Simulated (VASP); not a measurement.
Here is a VASP 6.6.1 calculation.

INCAR

```
SYSTEM = Sb
PREC = Accurate
ENCUT = 520
EDIFF = 1E-6
ISMEAR = -1
SIGMA = 0.05
LREAL = .False.
LASPH = .True.
NELM = 60
ALGO = Normal
ISIF = 2
LWAVE = .False.
LCHARG = .False.
NBANDS = 12
```

File KPOINTS:

```
Automatic mesh
0
Gamma
  9 9 5
  0 0 0
```

POSCAR

```
Sb
1.0
    3.3091953418      0.0000000000      0.0000000000
   -1.6545976709      2.8658472321      0.0000000000
    0.0000000000      0.0000000000      5.3962304974
Sb
2
Direct
    0.6666666667      0.3333333333      0.7500000000
    0.3333333333      0.6666666667      0.2500000000
```

Potentials or basis: VASP PAW LDA potentials, release 64 (Sb).

Run with:

```console
$ cat potpaw_LDA.64/Sb/POTCAR > POTCAR
$ mpirun -np 1 vasp_std > vasp.out
```

(1) Predict the pressure.

(2) Estimate the band gap on the k mesh.

## Answers

(1) -0.1 GPa.

(2) zero (band 5 reaches 13.41 eV, above the bottom of band 6 at 6.20 eV).

Caveat: spin-orbit coupling is left out, which moves the levels of the heavy elements.
